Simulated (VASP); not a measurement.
Wanted: the native input for a VASP 6.6.1 run.

```yaml
Task: single point
Functional: PBE
Potentials_or_basis: VASP PAW PBE potentials, release 64 (H, W_sv, Cl)
Cutoff: 520 eV
k_mesh: 5 × 5 × 2
Occupations: gaussian, width 0.2 eV
Spin: no spin polarisation
Dipole_correction: no
Further_INCAR_settings: ALGO = Normal; EDIFF = 1e-07; NBANDS = 32
```

The structure of H3WCl4 lies in POSCAR:

```
H3WCl4
1.0
    3.3839138751      0.0000000000      0.0000000000
   -1.6919569375      2.9305553800      0.0000000000
    0.0000000000      0.0000000000     15.5883595610
H W Cl
3 1 4
Direct
    0.6666666667      0.3333333333      0.2937043477
    0.6666666667      0.3333333333      0.7062956523
    0.6666666667      0.3333333333      0.0000000000
    0.0000000000      0.0000000000      0.0000000000
    0.6666666667      0.3333333333      0.3760636528
    0.6666666667      0.3333333333      0.6239363472
    0.3333333333      0.6666666667      0.1169886595
    0.3333333333      0.6666666667      0.8830113405
```

The input as run:

INCAR

```
SYSTEM = H3WCl4
ALGO = Normal
EDIFF = 1E-7
ENCUT = 520
GGA = PE
ISIF = 2
ISMEAR = 0
LASPH = .TRUE.
LCHARG = .FALSE.
LREAL = .FALSE.
LWAVE = .FALSE.
NBANDS = 32
NELM = 80
PREC = Accurate
SIGMA = 0.2
```

KPOINTS

```
k-points
0
G
  5 5 2
  0 0 0
```

Potentials or basis: VASP PAW PBE potentials, release 64 (H, W_sv, Cl).

Launch:

```bash
$ cat potpaw_PBE.64/H/POTCAR potpaw_PBE.64/W_sv/POTCAR potpaw_PBE.64/Cl/POTCAR > POTCAR
$ mpirun -np 1 vasp_std > vasp.out
```

Results of the run:

```
Pressure               : -0.1 GPa
Largest force          : 0.126 eV/Å
Band gap on the k mesh : zero (an odd number of electrons rules out a gap without spin polarisation)
```

Caveat: the k points lie up to 0.43 Å⁻¹ apart, too coarse for converged energies and pressures of a metal; spin-orbit coupling is left out, which moves the levels of the heavy elements; this functional lacks dispersion, which binds layers or chains, so the pressure and a relaxed spacing across them are unreliable; an odd number of electrons without spin polarisation forces a metal; a magnetic or distorted state may lie lower.

It took 40 s on 1 thread of Intel(R) Xeon(R) 6975P-C (Granite Rapids) (shared host), peak memory 0.3 GiB.
